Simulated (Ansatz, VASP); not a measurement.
**Au in VASP and in Ansatz**

```xyz
1
Lattice="0.0000 2.0791 2.0791 2.0791 0.0000 2.0791 2.0791 2.0791 0.0000" Properties=species:S:1:pos:R:3 pbc="T T T"
Au    0.0000    0.0000    0.0000
```

Alike in both runs: task single point; functional PBE; k mesh 18 × 18 × 18; occupations gaussian, width 0.3 eV; no spin polarisation.

|  | VASP | Ansatz |
| --- | --- | --- |
| version | VASP 6.6.1 | Ansatz 0.2.0 |
| potentials or method | VASP PAW PBE potentials, release 64 (Au), cutoff 500 eV | scalar-relativistic, plane waves, PAW |
| valence electrons in the cell | 11 | 19 |

Ansatz gave:

```
gap on the k mesh at the Fermi level (eV) : none
pressure (GPa)                            : 0.0
```

Question: What did VASP give for the same quantities?

Answer: gap on the k mesh at the Fermi level (eV): none; pressure (GPa): -0.2.

A gap of «none» marks a metal or a gap that the smearing closes. VASP's potentials hold 11 valence electrons a cell and Ansatz's 19, so a difference there can come from the potentials and not from the codes.

Neither program's run includes spin-orbit coupling.
